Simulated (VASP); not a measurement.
# Te2Mo (P6_3/mmc) in VASP: relaxation of cell and atoms with PBE+D3(BJ)

Aim: the relaxation of cell and atoms of Te2Mo with PBE+D3(BJ).

Program: VASP 6.6.1. These are calculated values, not measurements. Logs are shortened: lines on timing, memory, paths and dates and some standing lists are left out, and cuts for length are marked.

**1. The cell of the first run**

Symmetry: P6_3/mmc, No. 194, hexagonal system. Conventional cell: a = 3.518 Å, b = 3.518 Å, c = 13.974 Å, α = 90.00°, β = 90.00°, γ = 120.00°. Te (site symmetry 3m) has 3 Mo at 2.72 Å and 7 Te at 3.52 to 3.61 Å within 3.7 Å. Within 3.6 Å of Mo (site symmetry -6m2) lie 6 Te at 2.72 Å and 6 Mo at 3.52 Å.

**2. Relaxation of cell and atoms, PBE+D3(BJ)**

Contents of INCAR:

```
SYSTEM = Te2Mo
  PREC = Accurate
  ENCUT = 600
  EDIFF = 1E-6
  ISMEAR = 0
  SIGMA = 0.01
  LREAL = .False.
  LASPH = .True.
  NELM = 100
  ALGO = Normal
  ISIF = 3
  LWAVE = .False.
  LCHARG = .False.
  GGA = PE
  IVDW = 12
  IBRION = 2
  NSW = 80
  EDIFFG = -0.005
```

Contents of KPOINTS:

```
Automatic mesh
0
Gamma
  12 12 4
  0 0 0
```

Contents of POSCAR:

```
Te2Mo
1.0
    3.5182000000      0.0000000000      0.0000000000
   -1.7591000000      3.0468505756      0.0000000000
    0.0000000000      0.0000000000     13.9736000000
Te Mo
4 2
Direct
    0.3333333333      0.6666666667      0.6210000000
    0.6666666667      0.3333333333      0.1210000000
    0.3333333333      0.6666666667      0.8790000000
    0.6666666667      0.3333333333      0.3790000000
    0.3333333333      0.6666666667      0.2500000000
    0.6666666667      0.3333333333      0.7500000000
```

Potentials or basis: VASP PAW PBE potentials, release 64 (Te, Mo_sv).

Started as:

```
$ cat potpaw_PBE.64/Te/POTCAR potpaw_PBE.64/Mo_sv/POTCAR > POTCAR
$ mpirun -np 1 vasp_std > vasp.out
```

OUTCAR:

```text
SYSTEM = Te2Mo
   PREC = Accurate
   ENCUT = 600
   EDIFF = 1E-6
   ISMEAR = 0
   LREAL = .False.
   LASPH = .True.
   NELM = 100
   ISIF = 3
   GGA = PE
   IVDW = 12
   IBRION = 2
   NSW = 80
   EDIFFG = -0.005
 IVDW          = 12

 ion  position               nearest neighbor table
   1  0.333  0.667  0.621-   6 2.72   6 2.72   6 2.72   3 3.61
   2  0.667  0.333  0.121-   5 2.72   5 2.72   5 2.72   4 3.61
   3  0.333  0.667  0.879-   6 2.72   6 2.72   6 2.72   1 3.61
   4  0.667  0.333  0.379-   5 2.72   5 2.72   5 2.72   2 3.61
   5  0.333  0.667  0.250-   2 2.72   4 2.72   2 2.72   4 2.72   2 2.72   4 2.72
   6  0.667  0.333  0.750-   1 2.72   3 2.72   1 2.72   3 2.72   1 2.72   3 2.72

  LATTYP: Found a hexagonal cell.
 ALAT       =     3.5182000000
 C/A-ratio  =     3.9718037633

  Lattice vectors:

 A1 = (   3.5182000000,   0.0000000000,   0.0000000000)
 A2 = (  -1.7591000000,   3.0468505756,   0.0000000000)
 A3 = (   0.0000000000,   0.0000000000,  13.9736000000)

Analysis of symmetry for initial positions (statically):
=====================================================================
 Subroutine PRICEL returns:
 Original cell was already a primitive cell.

 Routine SETGRP: Setting up the symmetry group for a
 hexagonal supercell.

 Subroutine GETGRP returns: Found 24 space group operations
 (whereof 12 operations were pure point group operations)
 out of a pool of 24 trial point group operations.

The static configuration has the point symmetry D_3d.
 The point group associated with its full space group is D_6h.

Analysis of symmetry for dynamics (positions and initial velocities):
=====================================================================
 Subroutine PRICEL returns:
 Original cell was already a primitive cell.

 Routine SETGRP: Setting up the symmetry group for a
 hexagonal supercell.

 Subroutine GETGRP returns: Found 24 space group operations
 (whereof 12 operations were pure point group operations)
 out of a pool of 24 trial point group operations.

The dynamic configuration has the point symmetry D_3d.
 The point group associated with its full space group is D_6h.

 Subroutine INISYM returns: Found 24 space group operations
 (whereof 12 operations are pure point group operations),
 and found     1 'primitive' translations

----------------------------------------------------------------------------------------

                                     Primitive cell

  volume of cell :     149.7890

  direct lattice vectors                    reciprocal lattice vectors
[... 93 lines left out ...]
   ENCUT  =  600.0 eV  44.10 Ry    6.64 a.u.   7.03  7.03 27.91*2*pi/ulx,y,z
   NELM   =    100;   NELMIN=  2; NELMDL= -5     # of ELM steps
   EDIFF  = 0.1E-05   stopping-criterion for ELM
   LREAL  =      F    real-space projection
   EDIFFG = -.5E-02   stopping-criterion for IOM
   NSW    =     80    number of steps for IOM
   IBRION =      2    ionic relax: 0-MD 1-quasi-New 2-CG
   NFREE  =      1    steps in history (QN), initial steepest desc. (CG)
   ISIF   =      3    stress and relaxation
   ISYM   =      2    0-nonsym 1-usesym 2-fastsym
   POTIM  = 0.5000    time-step for ionic-motion
   TEBEG  =    0.0;   TEEND  =   0.0 temperature during run
   PSTRESS=    0.0 pullay stress
   NELECT =      52.0000    total number of electrons
   NUPDOWN=      -1.0000    fix difference up-down
   EMIN   =  10.00;   EMAX   =-10.00  energy-range for DOS
   EFERMI =   0.00;   METHOD = LEGACY
   ISMEAR =     0;   SIGMA  =   0.01  broadening in eV -4-tet -1-fermi 0-gaus
   EFERMI_NEDOS =   21; number of points for ismear=-14 and -15
   IALGO  =     38    algorithm
   IMIX   =      4    mixing-type and parameters
     AMIX     =   0.40;   BMIX     =  1.00
     AMIX_MAG =   1.60;   BMIX_MAG =  1.00
  volume/ion in A,a.u.               =      24.96       168.47
  Fermi-wavevector in a.u.,A,eV,Ry     =   1.150578  2.174277 18.011787  1.323829
  Thomas-Fermi vector in A             =   2.287241
   LORBIT       =      0    0 simple, 1 ext, 2 COOP (PROOUT), +10 PAW based schemes
   GGA     = PE    functional components
   LHFCALC =     F    Hartree Fock is set to
   AEXX    =    0.0000 exact exchange contribution
   IVDW    =    12    specifies the selected vdW correction
   LEPSILON=     F    determine dielectric tensor
   LRPA    =     F    only Hartree local field effects (RPA)
 conjugate gradient relaxation of ions
 non-spin polarized calculation
 Gauss-broadening in eV      SIGMA  =   0.01
  energy-cutoff  :      600.00
  volume of cell :      149.79
 maximum number of plane-waves:      5028
   NGX = 15   NGY = 15   NGZ = 55

--------------------------------------- Ionic step        1  -------------------------------------------

 number of electron      52.0000001 magnetization

 Free energy of the ion-electron system (eV)
  ---------------------------------------------------
  ext. energy  EPLUGINS =         0.00000000
  ---------------------------------------------------
  free energy    TOTEN  =       -35.98751033 eV

  energy without entropy =      -35.98751033  energy(sigma->0) =      -35.98751033

------------------------ aborting loop because EDIFF is reached ----------------------------------------

 Edisp (eV)   -3.21953

 E8    (eV) :    -1.4845
[... 117 lines left out ...]
  FREE ENERGIE OF THE ION-ELECTRON SYSTEM (eV)
  ---------------------------------------------------
  free  energy   TOTEN  =       -39.2177260729 eV

  energy  without entropy=      -39.2177260729  energy(sigma->0) =      -39.21772607

[... ionic steps 4 to 8 ...]

--------------------------------------- Ionic step        9  -------------------------------------------

 number of electron      51.9999998 magnetization

------------------------ aborting loop because EDIFF is reached ----------------------------------------
[... 83 lines left out ...]
--------------------------------------- Ionic step       11  -------------------------------------------

 number of electron      51.9999998 magnetization

 Free energy of the ion-electron system (eV)
  ---------------------------------------------------
  ext. energy  EPLUGINS =         0.00000000
  ---------------------------------------------------
  free energy    TOTEN  =       -35.90503728 eV

  energy without entropy =      -35.90503728  energy(sigma->0) =      -35.90503728

 E-fermi :   8.8544     XC(G=0): -10.6484

 val. band max:        8.6481174454   @ k =   0.0000   0.0000   0.0000
 cond. band min:       9.2913202779   @ k =   0.2500   0.1667   0.0000
 fundamental gap:      0.6432028326
 Fermi energy:         8.8544494286

 k-point     1 :       0.0000    0.0000    0.0000
  band No.  band energies     occupation
      1     -52.2062      2.00000
      2     -52.2061      2.00000
      3     -26.3843      2.00000
      4     -26.3842      2.00000
      5     -26.2421      2.00000
      6     -26.2421      2.00000
[... 805 lines left out ...]
     30      10.3286      0.00000
     31      10.9933      0.00000

 [... further k-points ...]

------------------------ aborting loop because EDIFF is reached ----------------------------------------

 Edisp (eV)   -3.32779

 E8    (eV) :    -1.5333
[... 29 lines left out ...]
  FREE ENERGIE OF THE ION-ELECTRON SYSTEM (eV)
  ---------------------------------------------------
  free  energy   TOTEN  =       -39.2328290836 eV

  energy  without entropy=      -39.2328290836  energy(sigma->0) =      -39.23282908

 reached required accuracy - stopping structural energy minimisation
```

OSZICAR:

```text
N       E                     dE             d eps       ncg     rms          rms(c)
DAV:   1     0.445262364307E+03    0.44526E+03   -0.29101E+04  4022   0.168E+03
[... 102 lines left out ...]
  10 F= -.39232810E+02 E0= -.39232810E+02  d E =0.163830E-04
       N       E                     dE             d eps       ncg     rms          rms(c)
DAV:   1    -0.359050538920E+02    0.72500E-03   -0.15256E-03  3548   0.245E-01    0.619E-02
DAV:   2    -0.359050449268E+02    0.89652E-05   -0.23410E-04  4109   0.805E-02    0.195E-02
DAV:   3    -0.359050397287E+02    0.51980E-05   -0.12128E-04  3999   0.413E-02    0.284E-02
DAV:   4    -0.359050372190E+02    0.25097E-05   -0.97432E-06  3614   0.158E-02    0.101E-02
DAV:   5    -0.359050372781E+02   -0.59054E-07   -0.77695E-06  3607   0.148E-02
  11 F= -.39232829E+02 E0= -.39232829E+02  d E =-.287019E-05
```

Wall time 31 min (1 thread of Oxide Virtual Turin-like, shared host); peak memory 0.45 GiB.

What came out:

| Property | Result |
| --- | --- |
| Free energy | -39.2328 eV |
| Relaxed volume | 24.15 Å³/atom |
| Relaxed cell | a = 3.495 Å, b = 3.495 Å, c = 13.692 Å, α = 90.00°, β = 90.00°, γ = 120.00° |
| Space group after relaxing (to 0.1 Å) | P6_3/mmc (No. 194) |
| Energy gained by relaxing | 4.3 meV/atom |
| Ionic steps | 11 |
| Pressure after relaxing | 0.0 GPa |
| Band gap on the k mesh | 0.64 eV (least direct gap 1.03 eV) |
| Dispersion energy per atom | -0.555 eV |

Forces on the atoms (eV/Å):
```
Te   0.000  0.000 -0.002
Te   0.000  0.000 -0.002
Te   0.000  0.000  0.002
Te   0.000  0.000  0.002
Mo   0.000  0.000  0.000
Mo   0.000  0.000  0.000
```

Step by step:
```csv
step,energy change (eV),largest force (eV/Å),pressure (GPa),volume (Å³)
1,0.0000,0.1806,-0.57,149.79
2,-0.0099,0.1805,0.16,147.86
3,-0.0107,0.1810,0.43,147.13
4,-0.0141,0.0363,-0.49,147.22
5,-0.0145,0.0153,-0.27,147.20
6,-0.0202,0.0138,-0.20,146.48
7,-0.0258,0.0081,0.00,144.95
8,-0.0258,0.0072,0.02,144.82
9,-0.0258,0.0075,0.02,144.87
10,-0.0258,0.0093,-0.07,144.91
11,-0.0258,0.0022,0.00,144.88
```

Final structure:
```
Te Mo
1.0
     3.49547    0.00000    0.00000
    -1.74774    3.02717    0.00000
     0.00000    0.00000   13.69187
Te Mo
4 2
Direct
  0.33333 0.66667 0.61721
  0.66667 0.33333 0.11721
  0.33333 0.66667 0.88279
  0.66667 0.33333 0.38279
  0.33333 0.66667 0.25000
  0.66667 0.33333 0.75000
```

Levels at points of the mesh, in eV from the valence-band top:
| k point | band 23 | band 24 | band 25 | band 26 | band 27 | band 28 | band 29 | band 30 |
| --- | --- | --- | --- | --- | --- | --- | --- | --- |
| (0.00, 0.00, 0.00) | -1.01 | -1.01 | -0.17 | 0.00 | 2.87 | 2.87 | 3.06 | 3.06 |
| (0.50, 0.00, 0.00) | -1.11 | -1.04 | -0.66 | -0.26 | 1.26 | 1.34 | 1.40 | 1.82 |
| (0.00, 0.00, 0.50) | -1.04 | -1.04 | -0.04 | -0.04 | 2.91 | 2.91 | 2.91 | 2.91 |
| (0.50, 0.00, 0.50) | -1.04 | -1.04 | -0.46 | -0.46 | 1.29 | 1.29 | 1.63 | 1.63 |

Caveat: spin-orbit coupling is left out, which moves the levels of the heavy elements. A hybrid or GW would open this gap; PBE tends to underestimate it.
